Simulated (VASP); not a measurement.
# Ti3C (I4/mmm) in VASP: single point with r2SCAN

Aim: the single point of Ti3C with r2SCAN.

Everything below comes from runs of VASP 6.6.1. Logs are shortened: lines on timing, memory, paths and dates and some standing lists are left out, and cuts for length are marked.

### Step 1. The cell of the first run

It takes space group I4/mmm (No. 139, tetragonal). Conventional cell: a = 3.546 Å, b = 3.546 Å, c = 8.213 Å, α = 90.00°, β = 90.00°, γ = 90.00°. Ti (site symmetry 4/mmm) has 4 C at 2.51 Å and 8 Ti at 2.71 Å within 3.3 Å. Ti (site symmetry -4m2) has 8 Ti at 2.51 to 2.71 Å and 4 C at 2.71 Å within 3.3 Å. C (site symmetry 4/mmm) has 12 Ti at 2.51 to 2.71 Å within 3.3 Å.

### Step 2. Single point, r2SCAN

Contents of POSCAR:

```
Ti3C
1.0
   -1.7729820045      1.7729820045      4.1063197511
    1.7729820045     -1.7729820045      4.1063197511
    1.7729820045      1.7729820045     -4.1063197511
Ti C
3 1
Direct
    0.5000000000      0.5000000000      0.0000000000
    0.2500000000      0.7500000000      0.5000000000
    0.7500000000      0.2500000000      0.5000000000
    0.0000000000      0.0000000000      0.0000000000
```

Contents of INCAR.step1:

```
SYSTEM = Ti3C
ALGO = Normal
EDIFF = 1E-4
ENCUT = 520
GGA = PE
ISMEAR = 0
LASPH = .TRUE.
LCHARG = .FALSE.
LREAL = .FALSE.
LWAVE = .TRUE.
NBANDS = 28
NELM = 60
PREC = Accurate
SIGMA = 0.1
```

Contents of INCAR.step2:

```
SYSTEM = Ti3C
ALGO = Normal
EDIFF = 1E-6
ENCUT = 520
ISIF = 2
ISMEAR = 0
ISTART = 1
LASPH = .TRUE.
LCHARG = .FALSE.
LMIXTAU = .TRUE.
LREAL = .FALSE.
LWAVE = .FALSE.
METAGGA = R2SCAN
NBANDS = 28
NELM = 60
PREC = Accurate
SIGMA = 0.1
```

Contents of KPOINTS:

```
k-points
0
G
  18 18 18
  0 0 0
```

Potentials or basis: VASP PAW PBE potentials, release 64 (Ti_sv, C).

Started as:

```console
$ cat potpaw_PBE.64/Ti_sv/POTCAR potpaw_PBE.64/C/POTCAR > POTCAR
$ cp INCAR.step1 INCAR
$ mpirun -np 1 vasp_std > vasp.out
$ cp INCAR.step2 INCAR
$ mpirun -np 1 vasp_std > vasp.out
```

OUTCAR:

```text
SYSTEM = Ti3C
   EDIFF = 1E-6
   ENCUT = 520
   ISIF = 2
   ISMEAR = 0
   ISTART = 1
   LASPH = .TRUE.
   LREAL = .FALSE.
   METAGGA = R2SCAN
   NELM = 60
   PREC = Accurate

 ion  position               nearest neighbor table
   1  0.500  0.500  0.000-   2 2.71   3 2.71   2 2.71   3 2.71   2 2.71   3 2.71   2 2.71   3 2.71

   2  0.250  0.750  0.500-   3 2.51   3 2.51   3 2.51   3 2.51   1 2.71   1 2.71   1 2.71   1 2.71

   3  0.750  0.250  0.500-   2 2.51   2 2.51   2 2.51   2 2.51   1 2.71   1 2.71   1 2.71   1 2.71

   4  0.000  0.000  0.000-

  LATTYP: Found a body centered tetragonal cell.
 ALAT       =     3.5459640090
 C/A-ratio  =     2.3160526958

  Lattice vectors:

 A1 = (  -1.7729820045,   1.7729820045,   4.1063197511)
 A2 = (   1.7729820045,  -1.7729820045,   4.1063197511)
 A3 = (   1.7729820045,   1.7729820045,  -4.1063197511)

Analysis of symmetry for initial positions (statically):
=====================================================================
 Subroutine PRICEL returns:
 Original cell was already a primitive cell.

 Routine SETGRP: Setting up the symmetry group for a
 body centered tetragonal supercell.

 Subroutine GETGRP returns: Found 16 space group operations
 (whereof 16 operations were pure point group operations)
 out of a pool of 16 trial point group operations.

The static configuration has the point symmetry D_4h.

Analysis of symmetry for dynamics (positions and initial velocities):
=====================================================================
 Subroutine PRICEL returns:
 Original cell was already a primitive cell.

 Routine SETGRP: Setting up the symmetry group for a
 body centered tetragonal supercell.

 Subroutine GETGRP returns: Found 16 space group operations
 (whereof 16 operations were pure point group operations)
 out of a pool of 16 trial point group operations.

The dynamic configuration has the point symmetry D_4h.

 Subroutine INISYM returns: Found 16 space group operations
 (whereof 16 operations are pure point group operations),
 and found     1 'primitive' translations

----------------------------------------------------------------------------------------

                                     Primitive cell

  volume of cell :      51.6323

  direct lattice vectors                    reciprocal lattice vectors
    -1.772982004  1.772982004  4.106319751     0.000000000  0.282010759  0.121763533
     1.772982004 -1.772982004  4.106319751     0.282010759  0.000000000  0.121763533
     1.772982004  1.772982004 -4.106319751     0.282010759  0.282010759  0.000000000

  length of vectors
     4.811319182  4.811319182  4.811319182     0.307174911  0.307174911  0.398823439

  position of ions in fractional coordinates (direct lattice)
     0.500000000  0.500000000  0.000000000
     0.250000000  0.750000000  0.500000000
     0.750000000  0.250000000  0.500000000
     0.000000000  0.000000000  0.000000000

  ion indices of the primitive-cell ions
   primitive index   ion index
                 1           1
                 2           2
                 3           3
                 4           4

----------------------------------------------------------------------------------------

 KPOINTS: k-points

Automatic generation of k-mesh.
 Grid dimensions read from file:
 generate k-points for:   18   18   18

 Generating k-lattice:

  Cartesian coordinates                     Fractional coordinates (reciprocal lattice)
     0.000000000  0.015667264  0.006764641     0.055555556 -0.000000000  0.000000000
     0.015667264  0.000000000  0.006764641    -0.000000000  0.055555556  0.000000000
     0.015667264  0.015667264  0.000000000     0.000000000  0.000000000  0.055555556

  Length of vectors
     0.017065273  0.017065273  0.022156858

  Shift w.r.t. Gamma in fractional coordinates (k-lattice)
     0.000000000  0.000000000  0.000000000

 Subroutine IBZKPT returns following result:
 ===========================================

 Found    480 irreducible k-points:

 Following reciprocal coordinates:
            Coordinates               Weight
  0.000000  0.000000  0.000000      1.000000
  0.055556  0.000000 -0.000000      8.000000
  0.111111  0.000000 -0.000000      8.000000
  0.166667 -0.000000  0.000000      8.000000
  0.222222  0.000000  0.000000      8.000000
  0.277778 -0.000000  0.000000      8.000000
[... 16 lines left out ...]
 -0.277778  0.055556 -0.000000     16.000000
 -0.222222  0.055556 -0.000000     16.000000
 [... further k-points ...]
   k-points           NKPTS =    480   k-points in BZ     NKDIM =    480   number of bands    NBANDS=     28
   number of dos      NEDOS =    301   number of ions     NIONS =      4
   total plane-waves  NPLWV =  46656
   dimension x,y,z NGX =    36 NGY =   36 NGZ =   36
   dimension x,y,z NGXF=    72 NGYF=   72 NGZF=   72
   ions per type =               3   1
   NGX,Y,Z   is equivalent  to a cutoff of  12.44, 12.44, 12.44 a.u.
   NGXF,Y,Z  is equivalent  to a cutoff of  24.88, 24.88, 24.88 a.u.
 SYSTEM =  Ti3C
   PREC   = accura    normal or accurate (medium, high low for compatibility)
   ISTART =      1    job   : 0-new  1-cont  2-samecut
   ICHARG =      0    charge: 1-file 2-atom 10-const
   ISPIN  =      1    spin polarized calculation?
   LNONCOLLINEAR =      F non collinear calculations
   LSORBIT =      F    spin-orbit coupling
   LASPH  =      T    aspherical Exc in radial PAW
   ENCUT  =  520.0 eV  38.22 Ry    6.18 a.u.   8.95  8.95  8.95*2*pi/ulx,y,z
   NELM   =     60;   NELMIN=  2; NELMDL=  0     # of ELM steps
   EDIFF  = 0.1E-05   stopping-criterion for ELM
   LREAL  =      F    real-space projection
   EDIFFG = 0.1E-04   stopping-criterion for IOM
   NSW    =      0    number of steps for IOM
   IBRION =     -1    ionic relax: 0-MD 1-quasi-New 2-CG
   NFREE  =      0    steps in history (QN), initial steepest desc. (CG)
   ISIF   =      2    stress and relaxation
   ISYM   =      2    0-nonsym 1-usesym 2-fastsym
   POTIM  = 0.5000    time-step for ionic-motion
   TEBEG  =    0.0;   TEEND  =   0.0 temperature during run
   PSTRESS=    0.0 pullay stress
   NELECT =      40.0000    total number of electrons
   NUPDOWN=      -1.0000    fix difference up-down
   EMIN   =  10.00;   EMAX   =-10.00  energy-range for DOS
   EFERMI =   0.00;   METHOD = LEGACY
   ISMEAR =     0;   SIGMA  =   0.10  broadening in eV -4-tet -1-fermi 0-gaus
   EFERMI_NEDOS =   21; number of points for ismear=-14 and -15
   IALGO  =     38    algorithm
   IMIX   =      4    mixing-type and parameters
     AMIX     =   0.40;   BMIX     =  1.00
     AMIX_MAG =   1.60;   BMIX_MAG =  1.00
  volume/ion in A,a.u.               =      12.91        87.11
  Fermi-wavevector in a.u.,A,eV,Ry     =   1.503561  2.841318 30.758628  2.260695
  Thomas-Fermi vector in A             =   2.614655
   LORBIT       =      0    0 simple, 1 ext, 2 COOP (PROOUT), +10 PAW based schemes
   METAGGA = R2SCAN    functional components
   LHFCALC =     F    Hartree Fock is set to
   AEXX    =    0.0000 exact exchange contribution
   IVDW    =     0    specifies the selected vdW correction
   LEPSILON=     F    determine dielectric tensor
   LRPA    =     F    only Hartree local field effects (RPA)
 non-spin polarized calculation
 Gauss-broadening in eV      SIGMA  =   0.10
  energy-cutoff  :      520.00
  volume of cell :       51.63
 maximum number of plane-waves:      1420
   NGX = 17   NGY = 17   NGZ = 17

 number of electron      40.0000004 magnetization

 Free energy of the ion-electron system (eV)
  ---------------------------------------------------
  ext. energy  EPLUGINS =         0.00000000
  ---------------------------------------------------
  free energy    TOTEN  =       -47.26187264 eV

  energy without entropy =      -47.24776103  energy(sigma->0) =      -47.25481684

 E-fermi :   9.8714     XC(G=0): -13.1955

 val. band max:        9.8700812516   @ k =   0.5000   0.4444   0.0000
 cond. band min:       9.8717044999   @ k =   0.3889   0.1111   0.0556
 fundamental gap:      0.0016232483
 Fermi energy:         9.8713956270

 k-point     1 :       0.0000    0.0000    0.0000
  band No.  band energies     occupation
      1     -49.2760      2.00000
      2     -48.9991      2.00000
      3     -48.6763      2.00000
      4     -24.8878      2.00000
      5     -24.7011      2.00000
      6     -24.7011      2.00000
[... 20 lines left out ...]
     27      12.6423      0.00000
     28      13.3383      0.00000

 k-point     2 :       0.0556    0.0000   -0.0000
  band No.  band energies     occupation
      1     -49.2732      2.00000
      2     -48.9986      2.00000
      3     -48.6796      2.00000
      4     -24.8857      2.00000
      5     -24.6951      2.00000
      6     -24.6932      2.00000
[... 20 lines left out ...]
     27      12.6561      0.00000
     28      13.4670      0.00000

 k-point     3 :       0.1111    0.0000   -0.0000
  band No.  band energies     occupation
      1     -49.2652      2.00000
      2     -48.9967      2.00000
      3     -48.6892      2.00000
      4     -24.8781      2.00000
      5     -24.6781      2.00000
      6     -24.6738      2.00000
[... 20 lines left out ...]
     27      12.7613      0.00000
     28      13.5262      0.00000

 k-point     4 :       0.1667   -0.0000    0.0000
  band No.  band energies     occupation
      1     -49.2528      2.00000
      2     -48.9930      2.00000
      3     -48.7050      2.00000
      4     -24.8621      2.00000
      5     -24.6566      2.00000
      6     -24.6527      2.00000
[... 578 lines left out ...]
     27      13.0429      0.00000
     28      13.3563      0.00000

 k-point    23 :      -0.2778    0.0556   -0.0000
  band No.  band energies     occupation
      1     -49.2223      2.00000
      2     -48.9723      2.00000
      3     -48.7548      2.00000
      4     -24.8265      2.00000
      5     -24.6676      2.00000
      6     -24.5922      2.00000
[... 20 lines left out ...]
     27      13.0178      0.00000
     28      13.6578      0.00000

 k-point    24 :      -0.2222    0.0556   -0.0000
  band No.  band energies     occupation
      1     -49.2384      2.00000
      2     -48.9827      2.00000
      3     -48.7289      2.00000
      4     -24.8566      2.00000
      5     -24.6601      2.00000
      6     -24.6003      2.00000
[... 20 lines left out ...]
     27      13.0716      0.00000
     28      13.6108      0.00000

 [... further k-points ...]

------------------------ aborting loop because EDIFF is reached ----------------------------------------

  FORCE on cell =-STRESS in cart. coord.  units (eV):
  Direction    XX          YY          ZZ          XY          YZ          ZX
  --------------------------------------------------------------------------------------
  -------------------------------------------------------------------------------------
  Total        0.2774552      0.2774552      0.2369479      0.0000000      0.0000000      0.0000000
  in kB        8.6095820      8.6095820      7.3526183      0.0000000      0.0000000      0.0000000
  external PRESSURE =       8.1905941 kB  Pullay stress =       0.0000000 kB

 VOLUME and BASIS-vectors are now :
 -----------------------------------------------------------------------------
  energy-cutoff  :      520.00
  volume of cell :       51.63
      direct lattice vectors                 reciprocal lattice vectors
    -1.772982004  1.772982004  4.106319751     0.000000000  0.282010759  0.121763533
     1.772982004 -1.772982004  4.106319751     0.282010759  0.000000000  0.121763533
     1.772982004  1.772982004 -4.106319751     0.282010759  0.282010759  0.000000000

 POSITION                                       TOTAL-FORCE (eV/Angst)
 -----------------------------------------------------------------------------------
      0.00000      0.00000      4.10632         0.000000      0.000000     -0.000000
      1.77298      0.00000      2.05316         0.000000     -0.000000      0.000000
      0.00000      1.77298      2.05316        -0.000000      0.000000     -0.000000
      0.00000      0.00000      0.00000         0.000000      0.000000     -0.000000
 -----------------------------------------------------------------------------------
    total drift:                               -0.000000      0.000000      0.000000

  FREE ENERGIE OF THE ION-ELECTRON SYSTEM (eV)
  ---------------------------------------------------
  free  energy   TOTEN  =       -47.2618726424 eV

  energy  without entropy=      -47.2477610342  energy(sigma->0) =      -47.25481684
```

Wall time 1.6 h (1 thread of Oxide Virtual Turin-like, shared host); peak memory 0.62 GiB.

What came out:

* Free energy: -47.2619 eV
* Pressure: 0.8 GPa
* Band gap on the k mesh: zero (bands 20 and 21 overlap by 1.91 eV)

Stress tensor (GPa, compression positive):
```
0.86 0.00 0.00
0.00 0.86 0.00
0.00 0.00 0.74
```

Caveat: the PAW data sets were made with another functional, which shifts forces and pressure a little.
